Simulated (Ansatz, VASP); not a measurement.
# Na in VASP and in Ansatz

The input POSCAR:

```
Na
1.0
    3.7670009976      0.0000000000      0.0000000000
   -1.8835004988      3.2623185600      0.0000000000
    0.0000000000      0.0000000000      6.1540000000
Na
2
Direct
    0.3333333333      0.6666666667      0.2500000000
    0.6666666667      0.3333333333      0.7500000000
```

File INCAR.step1:

```
ALGO     = Normal         # electronic algorithm
EDIFF    = 1E-4           # SCF threshold, eV
ENCUT    = 520            # plane-wave cutoff, eV
GGA      = PE             # functional
ISMEAR   = 0              # smearing method
LASPH    = True           # aspherical terms in the spheres
LCHARG   = False          # write CHGCAR
LREAL    = False          # projectors in reciprocal space
LWAVE    = True           # write WAVECAR
NBANDS   = 14             # bands
NELM     = 60             # most SCF steps
PREC     = Accurate       # precision mode
SIGMA    = 0.15           # smearing width, eV
```

Contents of INCAR.step2:

```
ALGO     = Normal         # electronic algorithm
EDIFF    = 1E-6           # SCF threshold, eV
ENCUT    = 520            # plane-wave cutoff, eV
ISIF     = 2              # what is computed and relaxed
ISMEAR   = 0              # smearing method
ISTART   = 1            
LASPH    = True           # aspherical terms in the spheres
LCHARG   = False          # write CHGCAR
LMIXTAU  = True         
LREAL    = False          # projectors in reciprocal space
LWAVE    = False          # write WAVECAR
METAGGA  = R2SCAN         # meta-GGA
NBANDS   = 14             # bands
NELM     = 60             # most SCF steps
PREC     = Accurate       # precision mode
SIGMA    = 0.15           # smearing width, eV
```

The input KPOINTS:

```
k-points
0
Gamma
  12 12 8
```

Input for Ansatz:

```yaml
crystal:
  lattice:
    - [3.7670009976, 0.0, 0.0]
    - [-1.8835004988, 3.26231856, 0.0]
    - [0.0, 0.0, 6.154]
  atoms:
    - { symbol: Na, position: [0.3333333333, 0.6666666667, 0.25] }
    - { symbol: Na, position: [0.6666666667, 0.3333333333, 0.75] }
basis:
  ecutwfc: 500
kpoints:
  mp_grid: { grid: [12, 12, 8] }
hamiltonian:
  xc: r2scan
scf:
  occupations: { method: gaussian, width: 0.15 }
output:
  forces: true
  stress: true
  eigenvalues: true
```

Alike in both runs: task single point; functional r2SCAN; k mesh 12 × 12 × 8; occupations gaussian, width 0.15 eV; no spin polarisation.

|  | VASP | Ansatz |
| --- | --- | --- |
| version | VASP 6.6.1 | Ansatz 0.2.0 |
| potentials or method | VASP PAW PBE potentials, release 64 (Na_pv), cutoff 520 eV | scalar-relativistic, plane waves, PAW |
| valence electrons in the cell | 14 | 18 |

```tsv
	VASP	Ansatz	Ansatz less VASP
gap on the k mesh at the Fermi level (eV)	none	none	-
pressure (GPa)	0.0	0.0	-0.04
traceless stress, the component that is largest in VASP (GPa)	-0.08	-0.07	+0.006
```

VASP's potentials were made for PBE, not for r2SCAN. A gap of «none» marks a metal or a gap that the smearing closes. With one functional, cell and mesh, what is left measures potentials, basis and numerics. VASP's potentials hold 14 valence electrons a cell and Ansatz's 18, so a difference there can come from the potentials and not from the codes.
